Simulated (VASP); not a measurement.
# TiAl3 in VASP: further runs

TiAl3 is run at these levels: PBEsol; tasks: single point.

All numbers are computed with VASP 6.6.1; they aren't measurements. Logs are shortened: lines on timing, memory, paths and dates and some standing lists are left out, and cuts for length are marked.

## Step 1: The cell of the first run

The structure is tetragonal, space group I4mm (No. 107). Conventional cell: a = 3.815 Å, b = 3.815 Å, c = 8.553 Å, α = 90.00°, β = 90.00°, γ = 90.00°. Ti (site symmetry 4mm) has 12 Al at 2.70 to 2.88 Å within 3.6 Å. Within 3.6 Å of Al (site symmetry 4mm) lie 4 Ti at 2.70 Å and 8 Al at 2.83 to 2.90 Å. Within 3.6 Å of Al (site symmetry 2mm) lie 8 Al at 2.70 to 2.90 Å and 4 Ti at 2.85 to 2.88 Å.

## Step 2: Single point, PBEsol (atoms displaced along a vibrational mode)

Input file INCAR:

```
  ALGO = Fast
  EDIFF = 1E-6
  ENCUT = 520
  GGA = PS
  ISIF = 2
  ISMEAR = 0
  LASPH = True
  LCHARG = False
  LREAL = False
  LWAVE = False
  NBANDS = 18
  NELM = 60
  PREC = Accurate
  SIGMA = 0.15
```

Input file KPOINTS:

```
k-points
0
Gamma
  14 14 14
```

Input file POSCAR:

```
TiAl3
1.0
   -1.9075708801      1.9075708801      4.2765669297
    1.9075708801     -1.9075708801      4.2765669297
    1.9075708801      1.9075708801     -4.2765669297
Ti Al
1 3
Direct
    0.0029698240      0.0029698240      0.0000000000
    0.4946569292      0.4946569292      0.0000000000
    0.7500372052      0.2500372052      0.5000000000
    0.2500372052      0.7500372052      0.5000000000
```

Potentials or basis: VASP PAW PBE potentials, release 64 (Ti_sv, Al).

Command:

```bash
$ cat potpaw_PBE.64/Ti_sv/POTCAR potpaw_PBE.64/Al/POTCAR > POTCAR
$ mpirun -np 1 vasp_std > vasp.out
```

OUTCAR:

```text
EDIFF = 1E-6
   ENCUT = 520
   GGA = PS
   ISIF = 2
   ISMEAR = 0
   LASPH = True
   LREAL = False
   NELM = 60
   PREC = Accurate

 ion  position               nearest neighbor table
   1  0.003  0.003  0.000-   2 2.70   2 2.70   2 2.70   2 2.70   4 2.85   4 2.85   3 2.85   3 2.85
                             4 2.88   3 2.88   4 2.88   3 2.88
   2  0.495  0.495  0.000-   1 2.70   1 2.70   1 2.70   1 2.70   4 2.83   3 2.83   4 2.83   3 2.83
                             3 2.90   4 2.90   3 2.90   4 2.90
   3  0.750  0.250  0.500-   4 2.70   4 2.70   4 2.70   4 2.70   2 2.83   2 2.83   1 2.85   1 2.85
                             1 2.88   1 2.88   2 2.90   2 2.90
   4  0.250  0.750  0.500-   3 2.70   3 2.70   3 2.70   3 2.70   2 2.83   2 2.83   1 2.85   1 2.85
                             1 2.88   1 2.88   2 2.90   2 2.90

  LATTYP: Found a body centered tetragonal cell.
 ALAT       =     3.8151417602
 C/A-ratio  =     2.2418914937

  Lattice vectors:

 A1 = (  -1.9075708801,   1.9075708801,   4.2765669297)
 A2 = (   1.9075708801,  -1.9075708801,   4.2765669297)
 A3 = (   1.9075708801,   1.9075708801,  -4.2765669297)

Analysis of symmetry for initial positions (statically):
=====================================================================
 Subroutine PRICEL returns:
 Original cell was already a primitive cell.

 Routine SETGRP: Setting up the symmetry group for a
 body centered tetragonal supercell.

 Subroutine GETGRP returns: Found  8 space group operations
 (whereof  8 operations were pure point group operations)
 out of a pool of 16 trial point group operations.

The static configuration has the point symmetry C_4v.

Analysis of symmetry for dynamics (positions and initial velocities):
=====================================================================
 Subroutine PRICEL returns:
 Original cell was already a primitive cell.

 Routine SETGRP: Setting up the symmetry group for a
 body centered tetragonal supercell.

 Subroutine GETGRP returns: Found  8 space group operations
 (whereof  8 operations were pure point group operations)
 out of a pool of 16 trial point group operations.

The dynamic configuration has the point symmetry C_4v.

 Subroutine INISYM returns: Found  8 space group operations
 (whereof  8 operations are pure point group operations),
 and found     1 'primitive' translations

----------------------------------------------------------------------------------------

                                     Primitive cell

  volume of cell :      62.2467

  direct lattice vectors                    reciprocal lattice vectors
    -1.907570880  1.907570880  4.276566930     0.000000000  0.262113458  0.116916211
     1.907570880 -1.907570880  4.276566930     0.262113458  0.000000000  0.116916211
     1.907570880  1.907570880 -4.276566930     0.262113458  0.262113458  0.000000000

  length of vectors
     5.056350268  5.056350268  5.056350268     0.287006734  0.287006734  0.370684407

  position of ions in fractional coordinates (direct lattice)
     0.002969824  0.002969824  0.000000000
     0.494656929  0.494656929  0.000000000
     0.750037205  0.250037205  0.500000000
     0.250037205  0.750037205  0.500000000

  ion indices of the primitive-cell ions
   primitive index   ion index
                 1           1
                 2           2
                 3           3
                 4           4

----------------------------------------------------------------------------------------

 KPOINTS: k-points

Automatic generation of k-mesh.
 Grid dimensions read from file:
 generate k-points for:   14   14   14

 Generating k-lattice:

  Cartesian coordinates                     Fractional coordinates (reciprocal lattice)
     0.000000000  0.018722390  0.008351158     0.071428571  0.000000000  0.000000000
     0.018722390  0.000000000  0.008351158     0.000000000  0.071428571  0.000000000
     0.018722390  0.018722390  0.000000000     0.000000000  0.000000000  0.071428571

  Length of vectors
     0.020500481  0.020500481  0.026477458

  Shift w.r.t. Gamma in fractional coordinates (k-lattice)
     0.000000000  0.000000000  0.000000000

 Subroutine IBZKPT returns following result:
 ===========================================

 Found    244 irreducible k-points:

 Following reciprocal coordinates:
            Coordinates               Weight
  0.000000  0.000000  0.000000      1.000000
  0.071429  0.000000 -0.000000      8.000000
  0.142857 -0.000000  0.000000      8.000000
  0.214286 -0.000000  0.000000      8.000000
  0.285714 -0.000000  0.000000      8.000000
  0.357143  0.000000  0.000000      8.000000
[... 16 lines left out ...]
  0.214286  0.142857  0.000000     16.000000
  0.285714  0.142857  0.000000     16.000000
 [... further k-points ...]
   k-points           NKPTS =    244   k-points in BZ     NKDIM =    244   number of bands    NBANDS=     18
   number of dos      NEDOS =    301   number of ions     NIONS =      4
   total plane-waves  NPLWV =  64000
   dimension x,y,z NGX =    40 NGY =   40 NGZ =   40
   dimension x,y,z NGXF=    80 NGYF=   80 NGZF=   80
   ions per type =               1   3
   NGX,Y,Z   is equivalent  to a cutoff of  13.15, 13.15, 13.15 a.u.
   NGXF,Y,Z  is equivalent  to a cutoff of  26.30, 26.30, 26.30 a.u.
 SYSTEM =  unknown system
   PREC   = accura    normal or accurate (medium, high low for compatibility)
   ISTART =      0    job   : 0-new  1-cont  2-samecut
   ICHARG =      2    charge: 1-file 2-atom 10-const
   ISPIN  =      1    spin polarized calculation?
   LNONCOLLINEAR =      F non collinear calculations
   LSORBIT =      F    spin-orbit coupling
   LASPH  =      T    aspherical Exc in radial PAW
   ENCUT  =  520.0 eV  38.22 Ry    6.18 a.u.   9.40  9.40  9.40*2*pi/ulx,y,z
   NELM   =     60;   NELMIN=  2; NELMDL= -5     # of ELM steps
   EDIFF  = 0.1E-05   stopping-criterion for ELM
   LREAL  =      F    real-space projection
   EDIFFG = 0.1E-04   stopping-criterion for IOM
   NSW    =      0    number of steps for IOM
   IBRION =     -1    ionic relax: 0-MD 1-quasi-New 2-CG
   NFREE  =      0    steps in history (QN), initial steepest desc. (CG)
   ISIF   =      2    stress and relaxation
   ISYM   =      2    0-nonsym 1-usesym 2-fastsym
   POTIM  = 0.5000    time-step for ionic-motion
   TEBEG  =    0.0;   TEEND  =   0.0 temperature during run
   PSTRESS=    0.0 pullay stress
   NELECT =      21.0000    total number of electrons
   NUPDOWN=      -1.0000    fix difference up-down
   EMIN   =  10.00;   EMAX   =-10.00  energy-range for DOS
   EFERMI =   0.00;   METHOD = LEGACY
   ISMEAR =     0;   SIGMA  =   0.15  broadening in eV -4-tet -1-fermi 0-gaus
   EFERMI_NEDOS =   21; number of points for ismear=-14 and -15
   IALGO  =     68    algorithm
   IMIX   =      4    mixing-type and parameters
     AMIX     =   0.40;   BMIX     =  1.00
     AMIX_MAG =   1.60;   BMIX_MAG =  1.00
  volume/ion in A,a.u.               =      15.56       105.02
  Fermi-wavevector in a.u.,A,eV,Ry     =   1.139661  2.153647 17.671619  1.298827
  Thomas-Fermi vector in A             =   2.276364
   LORBIT       =      0    0 simple, 1 ext, 2 COOP (PROOUT), +10 PAW based schemes
   GGA     = PS    functional components
   LHFCALC =     F    Hartree Fock is set to
   AEXX    =    0.0000 exact exchange contribution
   IVDW    =     0    specifies the selected vdW correction
   LEPSILON=     F    determine dielectric tensor
   LRPA    =     F    only Hartree local field effects (RPA)
 non-spin polarized calculation
 RMM-DIIS sequential band-by-band and
 Gauss-broadening in eV      SIGMA  =   0.15
  energy-cutoff  :      520.00
  volume of cell :       62.25
 maximum number of plane-waves:      1696
 NGX is ok and might be reduce to    40
   NGX = 19   NGY = 19   NGZ = 19

 number of electron      21.0000000 magnetization

 Free energy of the ion-electron system (eV)
  ---------------------------------------------------
  ext. energy  EPLUGINS =         0.00000000
  ---------------------------------------------------
  free energy    TOTEN  =       -22.23087444 eV

  energy without entropy =      -22.21127497  energy(sigma->0) =      -22.22107470

 E-fermi :   8.3385     XC(G=0): -10.8964

 val. band max:        8.3348656641   @ k =  -0.2857   0.5000   0.2857
 cond. band min:       8.3397480582   @ k =  -0.1429   0.2857   0.1429
 fundamental gap:      0.0048823941
 Fermi energy:         8.3385107228

 k-point     1 :       0.0000    0.0000    0.0000
  band No.  band energies     occupation
      1     -47.8540      2.00000
      2     -24.2756      2.00000
      3     -24.2756      2.00000
      4     -24.1968      2.00000
      5      -1.8080      2.00000
      6       5.4554      2.00000
[... 10 lines left out ...]
     17      12.1964      0.00000
     18      12.1987      0.00000

 k-point     2 :       0.0714    0.0000   -0.0000
  band No.  band energies     occupation
      1     -47.8540      2.00000
      2     -24.2770      2.00000
      3     -24.2755      2.00000
      4     -24.1967      2.00000
      5      -1.7438      2.00000
      6       5.1468      2.00000
[... 10 lines left out ...]
     17      12.2152      0.00000
     18      12.5930      0.00000

 k-point     3 :       0.1429   -0.0000    0.0000
  band No.  band energies     occupation
      1     -47.8538      2.00000
      2     -24.2811      2.00000
      3     -24.2752      2.00000
      4     -24.1965      2.00000
      5      -1.5522      2.00000
      6       4.7623      2.00000
[... 10 lines left out ...]
     17      12.3074      0.00000
     18      13.4127      0.00000

 k-point     4 :       0.2143   -0.0000    0.0000
  band No.  band energies     occupation
      1     -47.8535      2.00000
      2     -24.2870      2.00000
      3     -24.2748      2.00000
      4     -24.1962      2.00000
      5      -1.2362      2.00000
      6       4.3199      2.00000
[... 10 lines left out ...]
     17      12.5958      0.00000
     18      14.0825      0.00000

 k-point     5 :       0.2857   -0.0000    0.0000
  band No.  band energies     occupation
      1     -47.8532      2.00000
      2     -24.2936      2.00000
      3     -24.2744      2.00000
      4     -24.1959      2.00000
      5      -0.8009      2.00000
      6       3.6702      2.00000
[... 10 lines left out ...]
     17      13.1123      0.00000
     18      13.9062      0.00000

 k-point     6 :       0.3571    0.0000    0.0000
  band No.  band energies     occupation
      1     -47.8529      2.00000
      2     -24.2995      2.00000
      3     -24.2740      2.00000
      4     -24.1956      2.00000
      5      -0.2539      2.00000
      6       2.8468      2.00000
[... 10 lines left out ...]
     17      13.1898      0.00000
     18      14.0195      0.00000

 k-point     7 :       0.4286   -0.0000    0.0000
  band No.  band energies     occupation
      1     -47.8527      2.00000
      2     -24.3035      2.00000
      3     -24.2737      2.00000
      4     -24.1955      2.00000
      5       0.3905      2.00000
      6       1.9978      2.00000
[... 10 lines left out ...]
     17      12.9577      0.00000
     18      14.3321      0.00000

 k-point     8 :       0.5000   -0.0000    0.0000
  band No.  band energies     occupation
      1     -47.8526      2.00000
      2     -24.3050      2.00000
      3     -24.2736      2.00000
      4     -24.1954      2.00000
      5       0.9757      2.00000
      6       1.3397      2.00000
[... 10 lines left out ...]
     17      12.9266      0.00000
     18      14.0631      0.00000
[... 229 lines left out ...]
     17      12.7292      0.00000
     18      13.7506      0.00000

 k-point    20 :      -0.1429    0.0714    0.0000
  band No.  band energies     occupation
      1     -47.8537      2.00000
      2     -24.2810      2.00000
      3     -24.2766      2.00000
      4     -24.1963      2.00000
      5      -1.5303      2.00000
      6       5.1720      2.00000
[... 10 lines left out ...]
     17      12.5477      0.00000
     18      13.4862      0.00000

 k-point    21 :      -0.0714    0.0714    0.0000
  band No.  band energies     occupation
      1     -47.8539      2.00000
      2     -24.2770      2.00000
      3     -24.2768      2.00000
      4     -24.1965      2.00000
      5      -1.7007      2.00000
      6       5.5399      2.00000
[... 10 lines left out ...]
     17      12.3936      0.00000
     18      12.6963      0.00000

 k-point    22 :       0.1429    0.1429    0.0000
  band No.  band energies     occupation
      1     -47.8535      2.00000
      2     -24.2811      2.00000
      3     -24.2803      2.00000
      4     -24.1964      2.00000
      5      -1.2179      2.00000
      6       4.0970      2.00000
[... 10 lines left out ...]
     17      13.3302      0.00000
     18      13.4491      0.00000

 k-point    23 :       0.2143    0.1429    0.0000
  band No.  band energies     occupation
      1     -47.8532      2.00000
      2     -24.2866      2.00000
      3     -24.2802      2.00000
      4     -24.1962      2.00000
      5      -0.8674      2.00000
      6       3.8212      2.00000
[... 10 lines left out ...]
     17      13.0362      0.00000
     18      14.0180      0.00000

 k-point    24 :       0.2857    0.1429    0.0000
  band No.  band energies     occupation
      1     -47.8529      2.00000
      2     -24.2930      2.00000
      3     -24.2797      2.00000
      4     -24.1958      2.00000
      5      -0.4022      2.00000
      6       3.4260      2.00000
[... 10 lines left out ...]
     17      13.1690      0.00000
     18      14.2256      0.00000

 [... further k-points ...]

------------------------ aborting loop because EDIFF is reached ----------------------------------------

  FORCE on cell =-STRESS in cart. coord.  units (eV):
  Direction    XX          YY          ZZ          XY          YZ          ZX
  --------------------------------------------------------------------------------------
  -------------------------------------------------------------------------------------
  Total        0.1041616      0.1041616      0.0529150      0.0000000      0.0000000      0.0000000
  in kB        2.6810306      2.6810306      1.3619858      0.0000000      0.0000000      0.0000000
  external PRESSURE =       2.2413490 kB  Pullay stress =       0.0000000 kB

 VOLUME and BASIS-vectors are now :
 -----------------------------------------------------------------------------
  energy-cutoff  :      520.00
  volume of cell :       62.25
      direct lattice vectors                 reciprocal lattice vectors
    -1.907570880  1.907570880  4.276566930     0.000000000  0.262113458  0.116916211
     1.907570880 -1.907570880  4.276566930     0.262113458  0.000000000  0.116916211
     1.907570880  1.907570880 -4.276566930     0.262113458  0.262113458  0.000000000

 POSITION                                       TOTAL-FORCE (eV/Angst)
 -----------------------------------------------------------------------------------
      0.00000      0.00000      0.02540         0.000000      0.000000     -0.185759
      0.00000      0.00000      4.23087        -0.000000     -0.000000      0.188965
     -0.00000      1.90757      2.13860         0.000000      0.000000     -0.001603
      1.90757     -0.00000      2.13860         0.000000      0.000000     -0.001603
 -----------------------------------------------------------------------------------
    total drift:                               -0.000000     -0.000000     -0.000109

  FREE ENERGIE OF THE ION-ELECTRON SYSTEM (eV)
  ---------------------------------------------------
  free  energy   TOTEN  =       -22.2308744416 eV

  energy  without entropy=      -22.2112749674  energy(sigma->0) =      -22.22107470
```

It took 14 min on 1 thread of Intel Xeon Platinum 8488C (Sapphire Rapids), shared host; peak memory 0.43 GiB.

Results:

| Item | Value |
| --- | --- |
| Free energy | -22.2309 eV |
| Pressure | 0.2 GPa |
| Largest force | 0.189 eV/Å |
| Band gap on the k mesh | zero (an odd number of electrons rules out a gap without spin polarisation) |

Forces in eV/Å, atoms in the order of the input:
```
Ti   0.000  0.000 -0.186
Al   0.000  0.000  0.189
Al   0.000  0.000 -0.002
Al   0.000  0.000 -0.002
```

Caveat: the cell differs from its parent crystal (atoms displaced along a vibrational mode); the PAW data sets were made with another functional, which shifts forces and pressure a little.

## Step 3: Single point, PBEsol (atoms displaced along a vibrational mode)

Input file INCAR:

```
PREC = Accurate
ENCUT = 520
EDIFF = 1E-6
ISMEAR = 0
SIGMA = 0.15
LREAL = F
LASPH = T
NELM = 100
ALGO = Fast
ISIF = 2
LWAVE = F
LCHARG = T
GGA = PS
LELF = T
LVHAR = T
NBANDS = 18
```

Input file KPOINTS:

```
Automatic mesh
0
Gamma
  14 14 14
```

Input file POSCAR:

```
TiAl3
1.0
   -1.9075708801      1.9075708801      4.2765669297
    1.9075708801     -1.9075708801      4.2765669297
    1.9075708801      1.9075708801     -4.2765669297
Ti Al
1 3
Direct
    0.0000000000     -0.0051801531     -0.0051801531
    0.5000000000      0.4948785329     -0.0051214671
    0.7500000000      0.2571556974      0.5071556974
    0.2500000000      0.7571556974      0.5071556974
```

Potentials or basis: VASP PAW PBE potentials, release 64 (Ti_sv, Al).

Command:

```bash
$ cat potpaw_PBE.64/Ti_sv/POTCAR potpaw_PBE.64/Al/POTCAR > POTCAR
$ mpirun -np 1 vasp_std > vasp.out
```

OUTCAR:

```text
PREC = Accurate
   ENCUT = 520
   EDIFF = 1E-6
   ISMEAR = 0
   LREAL = F
   LASPH = T
   NELM = 100
   ISIF = 2
   GGA = PS

 ion  position               nearest neighbor table
   1  0.000  0.995  0.995-   2 2.70   2 2.70   2 2.70   2 2.70   4 2.83   3 2.83   3 2.87   3 2.87
                             4 2.87   4 2.87   4 2.90   3 2.90
   2  0.500  0.495  0.995-   1 2.70   1 2.70   1 2.70   1 2.70   3 2.83   4 2.83   4 2.87   4 2.87
                             3 2.87   3 2.87   4 2.90   3 2.90
   3  0.750  0.257  0.507-   4 2.70   4 2.70   4 2.70   4 2.70   1 2.83   2 2.83   2 2.87   2 2.87
[... 711 lines left out ...]
  --------------------------------------------------------------------------------------
  -------------------------------------------------------------------------------------
  Total        0.0680384      0.0461642      0.0331801      0.0000000      0.0000000      0.0000000
  in kB        1.7512498      1.1882271      0.8540273      0.0000000      0.0000000      0.0000000
  external PRESSURE =       1.2645014 kB  Pullay stress =       0.0000000 kB

 VOLUME and BASIS-vectors are now :
 -----------------------------------------------------------------------------
  energy-cutoff  :      520.00
  volume of cell :       62.25
      direct lattice vectors                 reciprocal lattice vectors
    -1.907570880  1.907570880  4.276566930     0.000000000  0.262113458  0.116916211
     1.907570880 -1.907570880  4.276566930     0.262113458  0.000000000  0.116916211
     1.907570880  1.907570880 -4.276566930     0.262113458  0.262113458  0.000000000

 POSITION                                       TOTAL-FORCE (eV/Angst)
 -----------------------------------------------------------------------------------
      3.79538      0.00000      0.00000         0.180951      0.000000      0.000000
      1.88803      1.90757      0.00000         0.101117      0.000000      0.000000
      0.02730      1.90757      2.13828        -0.141034     -0.000000     -0.000615
      1.93487      0.00000      2.13828        -0.141034      0.000000      0.000615
 -----------------------------------------------------------------------------------
    total drift:                                0.000015     -0.000000      0.000000

  FREE ENERGIE OF THE ION-ELECTRON SYSTEM (eV)
  ---------------------------------------------------
  free  energy   TOTEN  =       -22.2309286052 eV

  energy  without entropy=      -22.2113809930  energy(sigma->0) =      -22.22115480
```

Run time: 34 min. Hardware: 1 thread of Intel Xeon Platinum 8488C (Sapphire Rapids), shared host; peak memory 0.59 GiB.

Results:

```
Free energy            : -22.2309 eV
Pressure               : 0.1 GPa
Largest force          : 0.181 eV/Å
Band gap on the k mesh : zero (an odd number of electrons rules out a gap without spin polarisation)
```

Forces in eV/Å, atoms in the order of the input:
```
Ti   0.181  0.000  0.000
Al   0.101  0.000  0.000
Al  -0.141  0.000 -0.001
Al  -0.141  0.000  0.001
```

Caveat: the cell differs from its parent crystal (atoms displaced along a vibrational mode); the PAW data sets were made with another functional, which shifts forces and pressure a little.
